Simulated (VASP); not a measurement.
Pd, 1 atom in the cell. Symmetry: Fm-3m, No. 225, cubic system. Conventional cell: a = 3.837 Å, b = 3.837 Å, c = 3.837 Å, α = 90.00°, β = 90.00°, γ = 90.00°. Pd (site symmetry m-3m) has 12 Pd at 2.71 Å within 3.6 Å.  This cell differs from its parent crystal: volume scaled by 0.96.

- Program: VASP 6.6.1
- Task: electric field gradients
- Functional: PBE
- Potentials or basis: VASP PAW PBE potentials, release 64 (Pd)
- Cutoff: 520 eV
- k mesh: 18 × 18 × 18
- Occupations: fermi-dirac, width 0.05 eV
- Spin: no spin polarisation
- Dipole correction: no
- Further INCAR settings: ALGO = Normal; EDIFF = 1e-08; NBANDS = 11

Potentials or basis: VASP PAW PBE potentials, release 64 (Pd).

The run is started by

```sh
$ cat potpaw_PBE.64/Pd/POTCAR > POTCAR
$ mpirun -np 1 vasp_std > vasp.out
```

Hardware: 1 thread of AMD EPYC 7R13 (shared host).

Q: How long does it take, and how much memory?

A: Wall time 55 s on 1 thread of AMD EPYC 7R13 (shared host), peak memory 0.12 GiB. Counts: scf iterations 12, k points 195.
